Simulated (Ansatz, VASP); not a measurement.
Two plane-wave programs on Yb

INCAR

```
  ALGO = Normal
  EDIFF = 1E-6
  ENCUT = 520
  GGA = PE
  ISIF = 2
  ISMEAR = 1
  LASPH = T
  LCHARG = F
  LREAL = F
  LWAVE = F
  NBANDS = 18
  NELM = 100
  PREC = Accurate
  SIGMA = 0.3
```

File KPOINTS:

```
k-points
0
Gamma
  10 10 10
```

The input POSCAR:

```
Yb
1.0
    0.0000000000      2.6151647068      2.6151647068
    2.6151647068      0.0000000000      2.6151647068
    2.6151647068      2.6151647068      0.0000000000
Yb
1
Direct
    0.0000000000      0.0000000000      0.0000000000
```

Input for Ansatz:

```yaml
crystal:
  lattice:
    - [0.0, 2.6151647068, 2.6151647068]
    - [2.6151647068, 0.0, 2.6151647068]
    - [2.6151647068, 2.6151647068, 0.0]
  atoms:
    - { symbol: Yb, position: [0.0, 0.0, 0.0] }
hamiltonian:
  xc: pbe
  pseudopotentials:
    kind: paw
    azcp:
      Yb: "pseudopotentials/Yb.paw.azcp"
basis:
  ecutwfc: 420
  fft_grid_basis: typed
kpoints:
  mp_grid: { grid: [10, 10, 10], shift: [0, 0, 0] }
magnetization:
  spin_polarized: false
scf:
  occupations: { method: cold, width: 0.3 }
  lower_state_search: "off"
output:
  stress: true
```

Alike in both runs: task single point; functional PBE; k mesh 10 × 10 × 10; no spin polarisation.

|  | VASP | Ansatz |
| --- | --- | --- |
| version | VASP 6.6.1 | Ansatz 0.2.0 |
| potentials or method | VASP PAW PBE potentials, release 64 (Yb), cutoff 520 eV | plane waves (420 eV) with PAW, scalar-relativistic |
| occupations | methfessel-paxton of order 1, width 0.3 eV | cold, width 0.3 eV |
| valence electrons in the cell | 24 | 24 |

VASP gave:

| Property | Result |
| --- | --- |
| pressure (GPa) | -1.2 |

Which values does Ansatz return?

Pressure (GPa): -0.5.

Spin-orbit coupling is off throughout.
